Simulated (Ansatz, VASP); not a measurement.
BaF2: VASP beside Ansatz

```
CELL_PARAMETERS angstrom
0.00000 3.10575 3.10575
3.10575 0.00000 3.10575
3.10575 3.10575 0.00000
ATOMIC_POSITIONS crystal
Ba 0.00000 0.00000 0.00000
F 0.25000 0.25000 0.25000
F 0.75000 0.75000 0.75000
```

Alike in both runs: functional PBE; dispersion D4; k mesh 5 × 5 × 5; no spin polarisation.

Ansatz relaxed the structure, and its values are those at the end. VASP's run is a single point on that final structure, the one shown.

|  | VASP | Ansatz |
| --- | --- | --- |
| version | VASP 6.6.1 | Ansatz 0.2.0 |
| potentials or method | VASP PAW PBE potentials, release 64 (Ba_sv, F_h), cutoff 1350 eV | plane waves, PAW |
| occupations | gaussian, width 0.01 eV | fixed |
| valence electrons in the cell | 24 | 24 |

Ansatz gave:

```
pressure (GPa) : 0.0
```

Q: What did VASP give for the same quantities?

A: Pressure (GPa): 0.9.

Neither program's run includes spin-orbit coupling.
